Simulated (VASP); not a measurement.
# PbS (sol) (Fm-3m) in VASP: notebook

Runs on PbS (sol). Level: PBEsol. Tasks: single point, relaxation of cell and atoms.

All numbers are computed with VASP 6.6.1; they aren't measurements. Logs are shortened: lines on timing, memory, paths and dates and some standing lists are left out, and cuts for length are marked.

**1. The cell of the first run**

It takes space group Fm-3m (No. 225, cubic). The conventional cell has a = 5.936 Å, b = 5.936 Å, c = 5.936 Å, α = 90.00°, β = 90.00°, γ = 90.00°. Pb (site symmetry m-3m) has 6 S at 2.97 Å within 3.9 Å. Within 3.9 Å of S (site symmetry m-3m) lie 6 Pb at 2.97 Å.

**2. Single point, PBEsol**

Input file INCAR:

```
SYSTEM = PbS
PREC     = Accurate       ! precision mode
ENCUT    = 520            ! plane-wave cutoff, eV
EDIFF    = 1E-6           ! SCF threshold, eV
ISMEAR   = 0              ! smearing method
SIGMA    = 0.1            ! smearing width, eV
LREAL    = .False.        ! projectors in reciprocal space
LASPH    = .True.         ! aspherical terms in the spheres
NELM     = 80             ! most SCF steps
ALGO     = Normal         ! electronic algorithm
ISIF     = 2              ! what is computed and relaxed
LWAVE    = .False.        ! write WAVECAR
LCHARG   = .False.        ! write CHGCAR
GGA      = PS             ! functional
NBANDS   = 17             ! bands
```

Input file KPOINTS:

```
regular mesh
0
Gamma
  6 6 6
  0 0 0
```

Input file POSCAR:

```
PbS
1.0
    0.0000000000      2.9680000000      2.9680000000
    2.9680000000      0.0000000000      2.9680000000
    2.9680000000      2.9680000000      0.0000000000
Pb S
1 1
Direct
    0.0000000000      0.0000000000      0.0000000000
    0.5000000000      0.5000000000      0.5000000000
```

Potentials or basis: VASP PAW PBE potentials, release 64 (Pb_d, S).

Run with:

```
cat potpaw_PBE.64/Pb_d/POTCAR potpaw_PBE.64/S/POTCAR > POTCAR
mpirun -np 1 vasp_std > vasp.out
```

OUTCAR:

```text
SYSTEM = PbS
   PREC = Accurate
   ENCUT = 520
   EDIFF = 1E-6
   ISMEAR = 0
   LREAL = .False.
   LASPH = .True.
   NELM = 80
   ISIF = 2
   GGA = PS

 ion  position               nearest neighbor table
   1  0.000  0.000  0.000-   2 2.97   2 2.97   2 2.97   2 2.97   2 2.97   2 2.97
   2  0.500  0.500  0.500-   1 2.97   1 2.97   1 2.97   1 2.97   1 2.97   1 2.97

  LATTYP: Found a face centered cubic cell.
 ALAT       =     5.9360000000

  Lattice vectors:

 A1 = (   0.0000000000,   2.9680000000,   2.9680000000)
 A2 = (   2.9680000000,   0.0000000000,   2.9680000000)
 A3 = (   2.9680000000,   2.9680000000,   0.0000000000)

Analysis of symmetry for initial positions (statically):
=====================================================================
 Subroutine PRICEL returns:
 Original cell was already a primitive cell.

 Routine SETGRP: Setting up the symmetry group for a
 face centered cubic supercell.

 Subroutine GETGRP returns: Found 48 space group operations
[... 9 lines left out ...]

 Routine SETGRP: Setting up the symmetry group for a
 face centered cubic supercell.

 Subroutine GETGRP returns: Found 48 space group operations
[... 11 lines left out ...]
                                     Primitive cell

  volume of cell :      52.2904

  direct lattice vectors                    reciprocal lattice vectors
     0.000000000  2.968000000  2.968000000    -0.168463612  0.168463612  0.168463612
     2.968000000  0.000000000  2.968000000     0.168463612 -0.168463612  0.168463612
     2.968000000  2.968000000  0.000000000     0.168463612  0.168463612 -0.168463612

  length of vectors
     4.197385853  4.197385853  4.197385853     0.291787535  0.291787535  0.291787535

  position of ions in fractional coordinates (direct lattice)
[... 8 lines left out ...]
----------------------------------------------------------------------------------------

 KPOINTS: regular mesh

Automatic generation of k-mesh.
 Grid dimensions read from file:
 generate k-points for:    6    6    6

 Generating k-lattice:

  Cartesian coordinates                     Fractional coordinates (reciprocal lattice)
    -0.028077269  0.028077269  0.028077269     0.166666667  0.000000000  0.000000000
     0.028077269 -0.028077269  0.028077269     0.000000000  0.166666667  0.000000000
     0.028077269  0.028077269 -0.028077269     0.000000000  0.000000000  0.166666667

  Length of vectors
     0.048631256  0.048631256  0.048631256

  Shift w.r.t. Gamma in fractional coordinates (k-lattice)
     0.000000000  0.000000000  0.000000000

 Subroutine IBZKPT returns following result:
 ===========================================

 Found     16 irreducible k-points:

 Following reciprocal coordinates:
            Coordinates               Weight
  0.000000  0.000000  0.000000      1.000000
  0.166667  0.000000  0.000000      8.000000
  0.333333  0.000000  0.000000      8.000000
  0.500000  0.000000  0.000000      4.000000
  0.166667  0.166667  0.000000      6.000000
  0.333333  0.166667  0.000000     24.000000
[... 8 lines left out ...]
 -0.333333  0.333333  0.166667     24.000000
 -0.333333  0.500000  0.166667     12.000000
   k-points           NKPTS =     16   k-points in BZ     NKDIM =     16   number of bands    NBANDS=     17
   number of dos      NEDOS =    301   number of ions     NIONS =      2
   total plane-waves  NPLWV =  32768
   dimension x,y,z NGX =    32 NGY =   32 NGZ =   32
   dimension x,y,z NGXF=    64 NGYF=   64 NGZF=   64
   ions per type =               1   1
   NGX,Y,Z   is equivalent  to a cutoff of  12.67, 12.67, 12.67 a.u.
   NGXF,Y,Z  is equivalent  to a cutoff of  25.35, 25.35, 25.35 a.u.
 SYSTEM =  PbS
   PREC   = accura    normal or accurate (medium, high low for compatibility)
   ISTART =      0    job   : 0-new  1-cont  2-samecut
   ICHARG =      2    charge: 1-file 2-atom 10-const
   ISPIN  =      1    spin polarized calculation?
   LNONCOLLINEAR =      F non collinear calculations
   LSORBIT =      F    spin-orbit coupling
   LASPH  =      T    aspherical Exc in radial PAW
   ENCUT  =  520.0 eV  38.22 Ry    6.18 a.u.   7.80  7.80  7.80*2*pi/ulx,y,z
   NELM   =     80;   NELMIN=  2; NELMDL= -5     # of ELM steps
   EDIFF  = 0.1E-05   stopping-criterion for ELM
   LREAL  =      F    real-space projection
   EDIFFG = 0.1E-04   stopping-criterion for IOM
   NSW    =      0    number of steps for IOM
   IBRION =     -1    ionic relax: 0-MD 1-quasi-New 2-CG
   NFREE  =      0    steps in history (QN), initial steepest desc. (CG)
   ISIF   =      2    stress and relaxation
   ISYM   =      2    0-nonsym 1-usesym 2-fastsym
   POTIM  = 0.5000    time-step for ionic-motion
   TEBEG  =    0.0;   TEEND  =   0.0 temperature during run
   PSTRESS=    0.0 pullay stress
   NELECT =      20.0000    total number of electrons
   NUPDOWN=      -1.0000    fix difference up-down
   EMIN   =  10.00;   EMAX   =-10.00  energy-range for DOS
   EFERMI =   0.00;   METHOD = LEGACY
   ISMEAR =     0;   SIGMA  =   0.10  broadening in eV -4-tet -1-fermi 0-gaus
   EFERMI_NEDOS =   21; number of points for ismear=-14 and -15
   IALGO  =     38    algorithm
   IMIX   =      4    mixing-type and parameters
     AMIX     =   0.40;   BMIX     =  1.00
     AMIX_MAG =   1.60;   BMIX_MAG =  1.00
  volume/ion in A,a.u.               =      26.15       176.44
  Fermi-wavevector in a.u.,A,eV,Ry     =   1.188350  2.245655 19.213808  1.412175
  Thomas-Fermi vector in A             =   2.324481
   LORBIT       =      0    0 simple, 1 ext, 2 COOP (PROOUT), +10 PAW based schemes
   GGA     = PS    functional components
   LHFCALC =     F    Hartree Fock is set to
   AEXX    =    0.0000 exact exchange contribution
   IVDW    =     0    specifies the selected vdW correction
   LEPSILON=     F    determine dielectric tensor
   LRPA    =     F    only Hartree local field effects (RPA)
 non-spin polarized calculation
 Gauss-broadening in eV      SIGMA  =   0.10
  energy-cutoff  :      520.00
  volume of cell :       52.29
 maximum number of plane-waves:      1420
   NGX = 15   NGY = 15   NGZ = 15

 number of electron      19.9999998 magnetization

 Free energy of the ion-electron system (eV)
  ---------------------------------------------------
  ext. energy  EPLUGINS =         0.00000000
  ---------------------------------------------------
  free energy    TOTEN  =        -9.45688699 eV

  energy without entropy =       -9.45652505  energy(sigma->0) =       -9.45670602

 E-fermi :   5.7849     XC(G=0):  -9.8776

 val. band max:        5.6524884335   @ k =   0.5000   0.0000   0.0000
 cond. band min:       5.9173073654   @ k =   0.5000   0.0000   0.0000
 fundamental gap:      0.2648189319
 Fermi energy:         5.7848979000

 k-point     1 :       0.0000    0.0000    0.0000
  band No.  band energies     occupation
      1     -11.0800      2.00000
      2     -11.0800      2.00000
      3     -11.0800      2.00000
      4     -11.0668      2.00000
      5     -11.0668      2.00000
      6      -7.9278      2.00000
[... 9 lines left out ...]
     16      12.3070      0.00000
     17      14.1077      0.00000

 k-point     2 :       0.1667    0.0000    0.0000
  band No.  band energies     occupation
      1     -11.0790      2.00000
      2     -11.0790      2.00000
      3     -11.0789      2.00000
      4     -11.0640      2.00000
      5     -11.0640      2.00000
      6      -7.6918      2.00000
[... 9 lines left out ...]
     16      12.9177      0.00000
     17      15.9987      0.00000

 k-point     3 :       0.3333    0.0000    0.0000
  band No.  band energies     occupation
      1     -11.0928      2.00000
      2     -11.0928      2.00000
      3     -11.0775      2.00000
      4     -11.0424      2.00000
      5     -11.0424      2.00000
      6      -7.0912      2.00000
[... 9 lines left out ...]
     16      14.3341      0.00000
     17      17.7736      0.00000

 k-point     4 :       0.5000    0.0000    0.0000
  band No.  band energies     occupation
      1     -11.1003      2.00000
      2     -11.1003      2.00000
      3     -11.0771      2.00000
      4     -11.0309      2.00000
      5     -11.0309      2.00000
      6      -6.6658      2.00000
[... 9 lines left out ...]
     16      15.7511      0.00000
     17      16.1180      0.00000

 k-point     5 :       0.1667    0.1667    0.0000
  band No.  band energies     occupation
      1     -11.0908      2.00000
      2     -11.0866      2.00000
      3     -11.0651      2.00000
      4     -11.0651      2.00000
      5     -11.0602      2.00000
      6      -7.6067      2.00000
[... 9 lines left out ...]
     16      14.1227      0.00000
     17      15.0644      0.00000

 k-point     6 :       0.3333    0.1667    0.0000
  band No.  band energies     occupation
      1     -11.1173      2.00000
      2     -11.0850      2.00000
      3     -11.0714      2.00000
      4     -11.0517      2.00000
      5     -11.0391      2.00000
      6      -7.1118      2.00000
[... 9 lines left out ...]
     16      15.2431      0.00000
     17      17.0036      0.00000

 k-point     7 :       0.5000    0.1667    0.0000
  band No.  band energies     occupation
      1     -11.1268      2.00000
      2     -11.0843      2.00000
      3     -11.0732      2.00000
      4     -11.0448      2.00000
      5     -11.0289      2.00000
      6      -6.5704      2.00000
[... 9 lines left out ...]
     16      16.0237      0.00000
     17      16.4437      0.00000

 k-point     8 :      -0.3333    0.1667    0.0000
  band No.  band energies     occupation
      1     -11.1119      2.00000
      2     -11.0889      2.00000
      3     -11.0698      2.00000
      4     -11.0432      2.00000
      5     -11.0421      2.00000
      6      -6.7194      2.00000
[... 9 lines left out ...]
     16      15.6067      0.00000
     17      16.7658      0.00000

 k-point     9 :      -0.1667    0.1667    0.0000
  band No.  band energies     occupation
      1     -11.0879      2.00000
      2     -11.0825      2.00000
      3     -11.0768      2.00000
      4     -11.0633      2.00000
      5     -11.0486      2.00000
      6      -7.3228      2.00000
[... 9 lines left out ...]
     16      14.7176      0.00000
     17      15.4753      0.00000

 k-point    10 :       0.3333    0.3333    0.0000
  band No.  band energies     occupation
      1     -11.1714      2.00000
      2     -11.0997      2.00000
      3     -11.0470      2.00000
      4     -11.0341      2.00000
      5     -11.0341      2.00000
      6      -6.7752      2.00000
[... 9 lines left out ...]
     16      16.4904      0.00000
     17      17.0359      0.00000

 k-point    11 :       0.5000    0.3333    0.0000
  band No.  band energies     occupation
      1     -11.1908      2.00000
      2     -11.0940      2.00000
      3     -11.0534      2.00000
      4     -11.0300      2.00000
      5     -11.0234      2.00000
      6      -6.3539      2.00000
[... 9 lines left out ...]
     16      16.9775      0.00000
     17      17.4348      0.00000

 k-point    12 :      -0.3333    0.3333    0.0000
  band No.  band energies     occupation
      1     -11.1595      2.00000
      2     -11.0699      2.00000
      3     -11.0697      2.00000
      4     -11.0462      2.00000
      5     -11.0323      2.00000
      6      -6.3154      2.00000
[... 9 lines left out ...]
     16      15.7608      0.00000
     17      17.4942      0.00000

 k-point    13 :       0.5000    0.5000    0.0000
  band No.  band energies     occupation
      1     -11.2242      2.00000
      2     -11.1062      2.00000
      3     -11.0405      2.00000
      4     -11.0179      2.00000
      5     -11.0179      2.00000
      6      -6.2298      2.00000
[... 9 lines left out ...]
     16      17.9266      0.00000
     17      17.9403      0.00000

 k-point    14 :       0.5000    0.3333    0.1667
  band No.  band energies     occupation
      1     -11.1470      2.00000
      2     -11.0811      2.00000
      3     -11.0713      2.00000
      4     -11.0393      2.00000
      5     -11.0347      2.00000
      6      -6.6180      2.00000
[... 9 lines left out ...]
     16      16.2173      0.00000
     17      16.5442      0.00000

 k-point    15 :      -0.3333    0.3333    0.1667
  band No.  band energies     occupation
      1     -11.1580      2.00000
      2     -11.0763      2.00000
      3     -11.0603      2.00000
      4     -11.0575      2.00000
      5     -11.0253      2.00000
      6      -6.3149      2.00000
[... 9 lines left out ...]
     16      17.0226      0.00000
     17      17.3386      0.00000

 k-point    16 :      -0.3333    0.5000    0.1667
  band No.  band energies     occupation
      1     -11.1920      2.00000
      2     -11.0851      2.00000
      3     -11.0574      2.00000
      4     -11.0410      2.00000
      5     -11.0179      2.00000
      6      -6.1988      2.00000
[... 9 lines left out ...]
     16      17.4581      0.00000
     17      17.9189      0.00000

------------------------ aborting loop because EDIFF is reached ----------------------------------------

  FORCE on cell =-STRESS in cart. coord.  units (eV):
  Direction    XX          YY          ZZ          XY          YZ          ZX
  --------------------------------------------------------------------------------------
  -------------------------------------------------------------------------------------
  Total       -0.3486322     -0.3486322     -0.3486322      0.0000000      0.0000000      0.0000000
  in kB      -10.6820929    -10.6820929    -10.6820929      0.0000000      0.0000000      0.0000000
  external PRESSURE =     -10.6820929 kB  Pullay stress =       0.0000000 kB

 VOLUME and BASIS-vectors are now :
 -----------------------------------------------------------------------------
  energy-cutoff  :      520.00
  volume of cell :       52.29
      direct lattice vectors                 reciprocal lattice vectors
     0.000000000  2.968000000  2.968000000    -0.168463612  0.168463612  0.168463612
     2.968000000  0.000000000  2.968000000     0.168463612 -0.168463612  0.168463612
     2.968000000  2.968000000  0.000000000     0.168463612  0.168463612 -0.168463612

 POSITION                                       TOTAL-FORCE (eV/Angst)
 -----------------------------------------------------------------------------------
      0.00000      0.00000      0.00000         0.000000     -0.000000     -0.000000
      2.96800      2.96800      2.96800        -0.000000      0.000000      0.000000
 -----------------------------------------------------------------------------------
    total drift:                                0.000000     -0.000000     -0.000000

  FREE ENERGIE OF THE ION-ELECTRON SYSTEM (eV)
  ---------------------------------------------------
  free  energy   TOTEN  =        -9.4568869930 eV

  energy  without entropy=       -9.4565250462  energy(sigma->0) =       -9.45670602
```

Run time: 13 s. Hardware: 1 thread of Intel Xeon 6975P-C, shared host; peak memory 0.17 GiB.

What came out:

```yaml
Free_energy: -9.4569 eV
Pressure: -1.1 GPa
Band_gap_on_the_k_mesh: 0.26 eV, direct
```

Levels at points of the mesh, in eV from the valence-band top:
```
           k point  band 8  band 9  band 10  band 11  band 12  band 13
(0.00, 0.00, 0.00)   -2.16   -2.16    -2.16     5.16     5.16     5.16
(0.50, 0.00, 0.00)   -1.76   -1.76     0.00     0.26     1.91     1.91
(0.50, 0.50, 0.00)   -5.23   -3.45    -3.45     3.74     5.52     5.64
```

Caveat: the PAW data sets were made with another functional, which shifts forces and pressure a little; spin-orbit coupling is left out, which moves the levels of the heavy elements. A k mesh can miss the band edges.

**3. Single point, PBEsol**

This run uses another cell than the first one, of 25.72 Å³/atom, 0.984 times its volume.

Input file INCAR:

```
SYSTEM = PbS
PREC = Accurate
ENCUT = 520
EDIFF = 1E-7
ISMEAR = 0
SIGMA = 0.01
LREAL = .FALSE.
LASPH = .TRUE.
NELM = 80
ALGO = Normal
ISIF = 2
LWAVE = .FALSE.
LCHARG = .FALSE.
GGA = PS
NBANDS = 17
```

Input file KPOINTS:

```
Automatic mesh
0
G
  10 10 10
  0 0 0
```

Input file POSCAR:

```
PbS
1.0
    0.0000000000      2.9518857612      2.9518857612
    2.9518857612      0.0000000000      2.9518857612
    2.9518857612      2.9518857612      0.0000000000
Pb S
1 1
Direct
    0.0000000000      0.0000000000      0.0000000000
    0.5000000000      0.5000000000      0.5000000000
```

Potentials or basis: VASP PAW PBE potentials, release 64 (Pb_d, S).

Run with:

```
cat potpaw_PBE.64/Pb_d/POTCAR potpaw_PBE.64/S/POTCAR > POTCAR
mpirun -np 1 vasp_std > vasp.out
```

Run time: 32 s. Hardware: 1 thread of Intel Xeon 6975P-C, shared host; peak memory 0.19 GiB.

It converged, with:

```yaml
Free_energy: -9.4568 eV
Pressure: -0.1 GPa
Band_gap_on_the_k_mesh: 0.20 eV, direct
```

Levels at points of the mesh, in eV from the valence-band top:
```tsv
k point	band 7	band 8	band 9	band 10	band 11	band 12	band 13	band 14
(0.00, 0.00, 0.00)	-6.05	-2.26	-2.26	-2.26	5.18	5.18	5.18	6.59
(0.50, 0.00, 0.00)	-9.00	-1.85	-1.85	0.00	0.20	1.85	1.85	8.49
(0.50, 0.50, 0.00)	-7.28	-5.39	-3.57	-3.57	3.64	5.56	5.68	5.68
```

Caveat: the PAW data sets were made with another functional, which shifts forces and pressure a little; spin-orbit coupling is left out, which moves the levels of the heavy elements.

[end of part 1 of 2]
